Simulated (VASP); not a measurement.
V, 1 atom in the cell. It takes space group Im-3m (No. 229, cubic). The conventional cell has a = 3.036 Å, b = 3.036 Å, c = 3.036 Å, α = 90.00°, β = 90.00°, γ = 90.00°. V (site symmetry m-3m) has 14 V at 2.63 to 3.04 Å within 3.5 Å. 

- Program: VASP 6.6.1
- Task: single point
- Functional: PBE
- Potentials or basis: VASP PAW PBE potentials, release 64 (V_sv)
- Cutoff: 520 eV
- k mesh: 20 × 20 × 20
- Occupations: gaussian, width 0.05 eV
- Spin: no spin polarisation
- Dipole correction: no
- Further INCAR settings: ALGO = Normal; EDIFF = 1e-06; NBANDS = 12

Potentials or basis: VASP PAW PBE potentials, release 64 (V_sv).

The run is started by

```console
$ cat potpaw_PBE.64/V_sv/POTCAR > POTCAR
$ mpirun -np 1 vasp_std > vasp.out
```

Hardware: 1 thread of Intel Xeon 8259CL (shared host).

**Question.** How long does it take, and how much memory?

**Answer.** It took 49 s on 1 thread of Intel Xeon 8259CL, with other jobs on the host, peak memory 0.15 GiB. Counts: scf iterations 11, k points 256.
